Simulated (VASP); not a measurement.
# LiF: single point with LDA

LiF:

```
CELL_PARAMETERS angstrom
2.55953 0.00000 0.00000
0.00000 2.55953 0.00000
0.00000 0.00000 2.68751
ATOMIC_POSITIONS crystal
Li 0.00000 0.00000 0.00000
F 0.50000 0.50000 0.50000
```

This cell differs from its parent crystal: strain +0.000 along x and y, +0.050 along z.

```json
{
 "Program": "VASP 6.6.1",
 "Task": "single point",
 "Functional": "LDA",
 "Potentials or basis": "VASP PAW LDA potentials, release 64 (Li_sv, F)",
 "Cutoff": "520 eV",
 "k mesh": "10 × 10 × 10",
 "Occupations": "gaussian, width 0.05 eV",
 "Spin": "no spin polarisation"
}
```

| Quantity | Value |
| --- | --- |
| Band gap on the k mesh | 6.77 eV (least direct gap 7.36 eV) |

Levels at points of the mesh, in eV from the valence-band top:
```csv
k point,band 1,band 2,band 3,band 4,band 5,band 6,band 7,band 8,band 9,band 10
"(0.00, 0.00, 0.00)",-41.85,-20.33,-1.08,-0.58,-0.58,6.77,17.47,18.60,18.98,20.27
"(0.50, 0.00, 0.00)",-41.80,-19.84,-3.65,-0.62,-0.20,8.29,13.28,18.37,20.12,23.14
"(0.50, 0.50, 0.00)",-41.76,-19.30,-3.15,-3.15,-0.30,12.77,12.77,12.87,17.93,22.07
"(0.00, 0.00, 0.50)",-41.82,-19.99,-3.65,-0.28,-0.28,8.64,12.63,19.60,19.60,23.49
"(0.50, 0.00, 0.50)",-41.77,-19.44,-3.34,-3.19,0.00,12.41,12.46,13.18,18.70,23.13
"(0.50, 0.50, 0.50)",-41.73,-18.98,-2.31,-2.31,-2.14,10.34,10.34,10.74,22.16,23.25
```

Wall time 16 s on 1 thread of Intel(R) Xeon(R) Platinum 8488C (Sapphire Rapids), with other jobs on the host, peak memory 0.13 GiB.

Caveat: the cell differs from its parent crystal (strain +0.000 along x and y, +0.050 along z). A k mesh can miss the band edges.
